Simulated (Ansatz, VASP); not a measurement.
**One calculation of In, two programs**

```
In
1.0
    -1.90182    1.90182    1.90182
     1.90182   -1.90182    1.90182
     1.90182    1.90182   -1.90182
In
1
Cartesian
  0.0000 0.0000 0.0000
```

Alike in both runs: task relaxation of cell and atoms; functional PBE; k mesh 18 × 18 × 18; occupations fermi-dirac, width 0.08 eV; no spin polarisation.

|  | VASP | Ansatz |
| --- | --- | --- |
| version | VASP 6.6.1 | Ansatz 0.2.0 |
| potentials or method | VASP PAW PBE potentials, release 64 (In_d) | PAW with Ansatz's default frozen-core files, scalar-relativistic |
| plane-wave cutoff (eV) | 600 | 420 |
| valence electrons in the cell | 13 | 13 |

```tsv
	VASP	Ansatz	Ansatz less VASP
relaxed volume (Å³/atom)	27.79	27.78	-0.012
relaxed cell length with the largest relative difference (Å)	3.305	3.304	-0.0005
```
